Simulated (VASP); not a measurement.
Input of a VASP 6.6.1 run:

Contents of INCAR:

```
PREC     = Accurate       # precision mode
ENCUT    = 520            # plane-wave cutoff, eV
EDIFF    = 1E-7           # SCF threshold, eV
ISMEAR   = 0              # smearing method
SIGMA    = 0.1            # smearing width, eV
LREAL    = False          # projectors in reciprocal space
LASPH    = True           # aspherical terms in the spheres
NELM     = 80             # most SCF steps
ALGO     = Normal         # electronic algorithm
ISIF     = 2              # what is computed and relaxed
LWAVE    = False          # write WAVECAR
LCHARG   = True           # write CHGCAR
GGA      = PE             # functional
LELF     = True           # ELF
LVHAR    = True         
NBANDS   = 58             # bands
```

KPOINTS

```
Automatic mesh
0
Gamma
  8 8 8
```

POSCAR

```
W3O
1.0
    4.8845028678      0.0000000000      0.0000000000
    0.0000000000      4.8845028678      0.0000000000
    0.0000000000      0.0000000000      4.8845028678
W O
6 2
Direct
    0.5000000000      0.7500000000      0.0000000000
    0.0000000000      0.5000000000      0.7500000000
    0.2500000000      0.0000000000      0.5000000000
    0.5000000000      0.2500000000      0.0000000000
    0.0000000000      0.5000000000      0.2500000000
    0.7500000000      0.0000000000      0.5000000000
    0.5000000000      0.5000000000      0.5000000000
    0.0000000000      0.0000000000      0.0000000000
```

Potentials or basis: VASP PAW PBE potentials, release 64 (W_sv, O).

The run is started by

```sh
$ cat potpaw_PBE.64/W_sv/POTCAR potpaw_PBE.64/O/POTCAR > POTCAR
$ mpirun -np 1 vasp_std > vasp.out
```

(1) Estimate the pressure.

(2) Estimate the band gap on the k mesh.

Results:

(1) 0.8 GPa.

(2) zero (bands 48 and 49 overlap by 0.87 eV).

Caveat: spin-orbit coupling is left out, which moves the levels of the heavy elements.
